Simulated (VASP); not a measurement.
Write the native input for VASP 6.6.1 that does the following.

| Quantity | Value |
| --- | --- |
| Task | single point |
| Functional | PBE |
| Potentials or basis | VASP PAW PBE potentials, release 64 (In_d, As) |
| Cutoff | 520 eV |
| k mesh | 6 × 6 × 6 |
| Occupations | fermi-dirac, width 0.02 eV |
| Spin | no spin polarisation |
| Dipole correction | no |
| Further INCAR settings | ALGO = Normal; EDIFF = 1e-06; NBANDS = 16 |

The structure of InAs lies in POSCAR:

```
InAs
1.0
    0.0000000000      2.8414336054      2.8414336054
    2.8414336054      0.0000000000      2.8414336054
    2.8414336054      2.8414336054      0.0000000000
In As
1 1
Direct
    0.0000000000      0.0000000000      0.0000000000
    0.5000000000      0.5000000000      0.5000000000
```

These files were run (other wordings do the same):

INCAR

```
SYSTEM = InAs
  PREC = Accurate
  ENCUT = 520
  EDIFF = 1E-6
  ISMEAR = -1
  SIGMA = 0.02
  LREAL = .FALSE.
  LASPH = .TRUE.
  NELM = 100
  ALGO = Normal
  ISIF = 2
  LWAVE = .FALSE.
  LCHARG = .FALSE.
  GGA = PE
  NBANDS = 16
```

KPOINTS

```
regular mesh
0
G
  6 6 6
  0 0 0
```

Potentials or basis: VASP PAW PBE potentials, release 64 (In_d, As).

Launch:

```console
$ cat potpaw_PBE.64/In_d/POTCAR potpaw_PBE.64/As/POTCAR > POTCAR
$ mpirun -np 1 vasp_std > vasp.out
```

It gave:

```
Pressure               : 2.6 GPa
Band gap on the k mesh : zero (band 9 reaches 6.73 eV, above the bottom of band 10 at 4.00 eV)
```

Caveat: spin-orbit coupling is left out, which moves the levels of the heavy elements.

Wall time 35 s on 1 thread of Intel Xeon 6975P-C, with other jobs on the host, peak memory 0.17 GiB.
